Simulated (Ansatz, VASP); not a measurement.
HgTe: VASP beside Ansatz

```
Hg Te
1.0
     0.00000    3.08274    3.08274
     3.08274    0.00000    3.08274
     3.08274    3.08274    0.00000
Hg Te
1 1
Direct
  0.00000 0.00000 0.00000
  0.25000 0.25000 0.25000
```

Change from the starting cell: volume scaled by 0.88, PAW files.

Alike in both runs: task single point; functional LDA; k mesh 11 × 11 × 11; occupations fermi-dirac, width 0.05 eV; no spin polarisation.

|  | VASP | Ansatz |
| --- | --- | --- |
| version | VASP 6.6.1 | Ansatz 0.2.0 |
| potentials or method | VASP PAW LDA potentials, release 64 (Hg, Te) | PAW with Ansatz's default frozen-core files, scalar-relativistic |
| plane-wave cutoff (eV) | 520 | 420 |
| valence electrons in the cell | 18 | 36 |

```tsv
	VASP	Ansatz	Ansatz less VASP
pressure (GPa)	8.9	8.4	-0.48
```

LDA's correlation is that of Perdew and Zunger in VASP and of Perdew and Wang (1992) in Ansatz. VASP's potentials hold 18 valence electrons a cell and Ansatz's 36, so a difference there can come from the potentials and not from the codes.

Neither program's run includes spin-orbit coupling.
